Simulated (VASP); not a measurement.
Crystal: TaVN2.

```
Ta V N
1.0
     3.04987    0.00000    0.00000
     0.00000    3.04987    0.00000
     0.00000    0.00000    4.29606
Ta V N
1 1 2
Cartesian
  0.0000 0.0000 0.0000
  1.5249 1.5249 2.1480
  1.5249 1.5249 0.0000
  0.0000 0.0000 2.1480
```

Base run:

* Program: VASP 6.6.1
* Functional: PBE
* Potentials or basis: VASP PAW PBE potentials, release 64 (Ta_pv, V_sv, N)
* Cutoff: 520 eV
* k mesh: 9 × 9 × 6
* Occupations: fermi-dirac, width 0.05 eV
* Spin: collinear spin, ferromagnetic start
* Starting moments: [0.0, 2.0, 0.0, 0.0] μB

Its results: pressure -0.1 GPa.

Problem. The run is repeated on the same cell with these changes: spin from collinear spin, ferromagnetic start to no spin polarisation; further incar settings from ALGO = Normal; EDIFF = 1e-07; NBANDS = 29 to ALGO = Normal; EDIFF = 1e-06; NBANDS = 25. What comes out?

Solution. Pressure -2.4 GPa.
